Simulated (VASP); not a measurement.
# CdSe (P6_3mc) in VASP: further runs, part 2 of 2

VASP 6.6.1.

## 6. Single point, PBEsol

This run uses another cell than the first one, of 26.74 Å³/atom.

INCAR reads:

```
SYSTEM = CdSe
PREC = Accurate ; ENCUT = 520
EDIFF = 1E-6 ; ISMEAR = 0
SIGMA = 0.02 ; LREAL = .FALSE.
LASPH = .TRUE. ; NELM = 80
ALGO = Normal ; ISIF = 2
LWAVE = .FALSE. ; LCHARG = .FALSE.
GGA = PS ; NBANDS = 26
```

KPOINTS reads:

```
regular mesh
0
G
  12 12 6
  0 0 0
```

POSCAR reads:

```
CdSe
1.0
    4.2282683615      0.0000000000      0.0000000000
   -2.1141341807      3.6617878150      0.0000000000
    0.0000000000      0.0000000000      6.9075407122
Cd Se
2 2
Direct
    0.6666666667      0.3333333333      0.5002336604
    0.3333333333      0.6666666667      1.0002336604
    0.6666666667      0.3333333333      0.8756263396
    0.3333333333      0.6666666667      0.3756263396
```

Potentials or basis: VASP PAW PBE potentials, release 64 (Cd, Se).

Run with:

```bash
$ cat potpaw_PBE.64/Cd/POTCAR potpaw_PBE.64/Se/POTCAR > POTCAR
$ mpirun -np 1 vasp_std > vasp.out
```

OUTCAR:

```text
SYSTEM = CdSe
   PREC = Accurate
   ENCUT = 520
   EDIFF = 1E-6
   ISMEAR = 0
   LREAL = .FALSE.
   LASPH = .TRUE.
   NELM = 80
   ISIF = 2
   GGA = PS

 ion  position               nearest neighbor table
   1  0.667  0.333  0.500-   4 2.59   4 2.59   4 2.59   3 2.59
   2  0.333  0.667  0.000-   3 2.59   3 2.59   3 2.59   4 2.59
   3  0.667  0.333  0.876-   2 2.59   2 2.59   2 2.59   1 2.59
   4  0.333  0.667  0.376-   1 2.59   1 2.59   1 2.59   2 2.59

  LATTYP: Found a hexagonal cell.
 ALAT       =     4.2282683615
 C/A-ratio  =     1.6336571196

  Lattice vectors:

 A1 = (   4.2282683615,   0.0000000000,   0.0000000000)
 A2 = (  -2.1141341807,   3.6617878150,   0.0000000000)
 A3 = (   0.0000000000,   0.0000000000,   6.9075407122)

Analysis of symmetry for initial positions (statically):
=====================================================================
 Subroutine PRICEL returns:
 Original cell was already a primitive cell.

 Routine SETGRP: Setting up the symmetry group for a
 hexagonal supercell.

 Subroutine GETGRP returns: Found 12 space group operations
 (whereof  6 operations were pure point group operations)
 out of a pool of 24 trial point group operations.

The static configuration has the point symmetry C_3v.
 The point group associated with its full space group is C_6v.

Analysis of symmetry for dynamics (positions and initial velocities):
=====================================================================
 Subroutine PRICEL returns:
 Original cell was already a primitive cell.

 Routine SETGRP: Setting up the symmetry group for a
 hexagonal supercell.

 Subroutine GETGRP returns: Found 12 space group operations
 (whereof  6 operations were pure point group operations)
 out of a pool of 24 trial point group operations.
[... 121 lines left out ...]
   ISMEAR =     0;   SIGMA  =   0.02  broadening in eV -4-tet -1-fermi 0-gaus
   EFERMI_NEDOS =   21; number of points for ismear=-14 and -15
   IALGO  =     38    algorithm
   IMIX   =      4    mixing-type and parameters
     AMIX     =   0.40;   BMIX     =  1.00
     AMIX_MAG =   1.60;   BMIX_MAG =  1.00
  volume/ion in A,a.u.               =      26.74       180.43
  Fermi-wavevector in a.u.,A,eV,Ry     =   1.138805  2.152029 17.645073  1.296876
  Thomas-Fermi vector in A             =   2.275509
   LORBIT       =      0    0 simple, 1 ext, 2 COOP (PROOUT), +10 PAW based schemes
   GGA     = PS    functional components
   LHFCALC =     F    Hartree Fock is set to
   AEXX    =    0.0000 exact exchange contribution
   IVDW    =     0    specifies the selected vdW correction
   LEPSILON=     F    determine dielectric tensor
   LRPA    =     F    only Hartree local field effects (RPA)
 non-spin polarized calculation
 Gauss-broadening in eV      SIGMA  =   0.02
  energy-cutoff  :      520.00
  volume of cell :      106.95
 maximum number of plane-waves:      2910
 NGX is ok and might be reduce to    32
   NGX = 15   NGY = 15   NGZ = 25

 number of electron      35.9999996 magnetization

 Free energy of the ion-electron system (eV)
  ---------------------------------------------------
  ext. energy  EPLUGINS =         0.00000000
  ---------------------------------------------------
  free energy    TOTEN  =       -12.28948116 eV

  energy without entropy =      -12.28948116  energy(sigma->0) =      -12.28948116

 E-fermi :   1.3377     XC(G=0):  -9.3258

 val. band max:        1.2362926023   @ k =   0.0000   0.0000   0.0000
 cond. band min:       1.8814578881   @ k =   0.0000   0.0000   0.0000
 fundamental gap:      0.6451652858
 Fermi energy:         1.3377021658

 k-point     1 :       0.0000    0.0000    0.0000
  band No.  band energies     occupation
      1     -11.7002      2.00000
      2     -11.2672      2.00000
      3      -6.8641      2.00000
      4      -6.8547      2.00000
      5      -6.8547      2.00000
      6      -6.7759      2.00000
[... 685 lines left out ...]
     25       8.9160      0.00000
     26       9.7139      0.00000

 [... further k-points ...]

------------------------ aborting loop because EDIFF is reached ----------------------------------------

  FORCE on cell =-STRESS in cart. coord.  units (eV):
  Direction    XX          YY          ZZ          XY          YZ          ZX
  --------------------------------------------------------------------------------------
  -------------------------------------------------------------------------------------
  Total        2.2667383      2.2667383      2.2727971      0.0000000      0.0000000     -0.0000000
  in kB       33.9572725     33.9572725     34.0480363      0.0000000      0.0000000     -0.0000000
  external PRESSURE =      33.9875271 kB  Pullay stress =       0.0000000 kB

 VOLUME and BASIS-vectors are now :
 -----------------------------------------------------------------------------
  energy-cutoff  :      520.00
  volume of cell :      106.95
      direct lattice vectors                 reciprocal lattice vectors
     4.228268361  0.000000000  0.000000000     0.236503437  0.136545323  0.000000000
    -2.114134181  3.661787815  0.000000000     0.000000000  0.273090646  0.000000000
     0.000000000  0.000000000  6.907540712     0.000000000  0.000000000  0.144769324

 POSITION                                       TOTAL-FORCE (eV/Angst)
 -----------------------------------------------------------------------------------
      2.11413      1.22060      3.45538         0.000000     -0.000000      0.004066
     -0.00000      2.44119      0.00161        -0.000000      0.000000      0.004066
      2.11413      1.22060      6.04842        -0.000000      0.000000     -0.004066
     -0.00000      2.44119      2.59465         0.000000      0.000000     -0.004066
 -----------------------------------------------------------------------------------
    total drift:                               -0.000000     -0.000000      0.000247

  FREE ENERGIE OF THE ION-ELECTRON SYSTEM (eV)
  ---------------------------------------------------
  free  energy   TOTEN  =       -12.2894811561 eV

  energy  without entropy=      -12.2894811561  energy(sigma->0) =      -12.28948116
```

stdout:

```text
POSCAR found type information on POSCAR CdSe
 POSCAR found :  2 types and       4 ions
 scaLAPACK will be used
 -----------------------------------------------------------------------------
|                                                                             |
|                                                                             |
|     You enforced a specific xc type in the INCAR file but a different       |
|     I HOPE YOU KNOW WHAT YOU ARE DOING!                                     |
|                                                                             |
 -----------------------------------------------------------------------------

 LDA part: xc-table for (Slater+PW92), standard interpolation
 POSCAR, INCAR and KPOINTS ok, starting setup
 FFT: planning ... GRIDC
 FFT: planning ... GRID_SOFT
 FFT: planning ... GRID
 WAVECAR not read
 entering main loop
```

It took 63 s on 1 thread of Intel Xeon 6975P-C (Granite Rapids), shared host; peak memory 0.34 GiB.

Results:

```
Free energy            : -12.2895 eV
Pressure               : 3.4 GPa
Largest force          : 0.004 eV/Å
Band gap on the k mesh : 0.65 eV
```

Forces on the atoms (eV/Å):
```
Cd   0.000  0.000  0.004
Cd   0.000  0.000  0.004
Se   0.000  0.000 -0.004
Se   0.000  0.000 -0.004
```

Levels at points of the mesh, in eV from the valence-band top:
```
           k point  band 14  band 15  band 16  band 17  band 18  band 19  band 20  band 21  band 22  band 23
(0.00, 0.00, 0.00)    -0.85    -0.85    -0.06     0.00     0.00     0.65     2.15     5.77     5.77     6.05
(0.50, 0.00, 0.00)    -3.92    -2.95    -2.07    -1.51    -0.84     3.21     3.22     4.63     6.24     6.37
(0.00, 0.00, 0.50)    -2.85    -0.45    -0.45    -0.45    -0.45     2.37     2.37     5.82     5.82     6.19
(0.50, 0.00, 0.50)    -4.55    -1.52    -1.52    -1.50    -1.50     2.83     2.83     4.76     4.76     7.76
```

Caveat: the cell stands under pressure; semilocal functionals underestimate gaps, and a narrow one can read as zero; the PAW data sets were made with another functional, which shifts forces and pressure a little.

## 7. Overview

| cell | gap on the mesh (eV) | pressure (GPa) |
| --- | --- | --- |
| a = 4.015, b = 4.015, c = 6.681 Å, angles 90.0, 90.0, 120.0°, 4 atoms, atomic positions A | 0.87 | 15.8 |
| a = 4.132, b = 4.132, c = 6.768 Å, angles 90.0, 90.0, 120.0°, 4 atoms, atomic positions B | 0.78 | 8.5 |
| a = 4.228, b = 4.228, c = 6.908 Å, angles 90.0, 90.0, 120.0°, 4 atoms, atomic positions C | 0.65 | 3.4 |

Alike in all rows: task single point; level PBEsol; potentials or basis VASP PAW PBE potentials, release 64 (Cd, Se); no spin polarisation; k mesh 12 × 12 × 6; cutoff (eV) 520; smearing gaussian 0.02 eV.

Caveats: the cell stands under pressure; the PAW data sets were made with another functional, which shifts forces and pressure a little; semilocal functionals underestimate gaps, and a narrow one can read as zero (at least some runs).

Total energies depend on the potentials used, so only differences within one code and one set of settings carry meaning.
